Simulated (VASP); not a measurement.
Wanted: the native input for a VASP 6.6.1 run.

```yaml
Task: relaxation of cell and atoms
Functional: PBE
Potentials_or_basis: VASP PAW PBE potentials, release 64 (Y_sv, Lu, N)
Cutoff: 600 eV
k_mesh: 6 × 6 × 2
Occupations: gaussian, width 0.1 eV
Spin: no spin polarisation
Dipole_correction: no
Further_INCAR_settings: ALGO = Normal; EDIFF = 1e-07; IBRION = 2; EDIFFG = -0.04; NSW = 90; ISIF = 3
```

The structure of Y2LuN3 lies in POSCAR:

```
Y2LuN3
1.0
    3.5656388400      0.0000000000      0.0000000000
    0.0000000000      3.5656388400      0.0000000000
    0.0000000000      0.0000000000      7.8551754600
Y Lu N
2 1 3
Direct
    0.0000000000      0.5000000000      0.7376120100
    0.5000000000      0.0000000000      0.2623879900
    0.0000000000      0.0000000000      0.0000000000
    0.5000000000      0.5000000000      0.0000000000
    0.0000000000      0.5000000000      0.3786259900
    0.5000000000      0.0000000000      0.6213740100
```

The cell was built from a structure type or drawn by symmetry, and may not be a known phase.

The input as run:

INCAR

```
  ALGO = Normal
  EDIFF = 1E-7
  EDIFFG = -0.04
  ENCUT = 600
  GGA = PE
  IBRION = 2
  ISIF = 3
  ISMEAR = 0
  LASPH = True
  LCHARG = False
  LREAL = False
  LWAVE = False
  NELM = 60
  NSW = 90
  PREC = Accurate
  SIGMA = 0.1
```

KPOINTS

```
k-points
0
Gamma
  6 6 2
```

Potentials or basis: VASP PAW PBE potentials, release 64 (Y_sv, Lu, N).

Launch:

```bash
$ cat potpaw_PBE.64/Y_sv/POTCAR potpaw_PBE.64/Lu/POTCAR potpaw_PBE.64/N/POTCAR > POTCAR
$ mpirun -np 1 vasp_std > vasp.out
```

Results of the run:

The relaxed volume is 16.92 Å³/atom, the relaxed cell is a = 3.332 Å, b = 3.332 Å, c = 9.149 Å, α = 90.00°, β = 90.00°, γ = 90.00° and the space group after relaxing (to 0.1 Å) is P-4m2 (No. 115). The energy gained by relaxing is 1365.1 meV/atom, the ionic steps are 18 and the pressure after relaxing is -0.1 GPa. The largest force after relaxing is 0.034 eV/Å and the band gap on the k mesh is zero (bands 31 and 32 overlap by 0.05 eV).

Caveat: the k points lie up to 0.34 Å⁻¹ apart in the final cell; a cell axis changed by over 15 % at a fixed basis, so the end point is rough; spin-orbit coupling is left out, which moves the levels of the heavy elements.

Run time: 13 min on 1 thread of Intel(R) Xeon(R) 6975P-C (Granite Rapids) (shared host), peak memory 0.3 GiB.
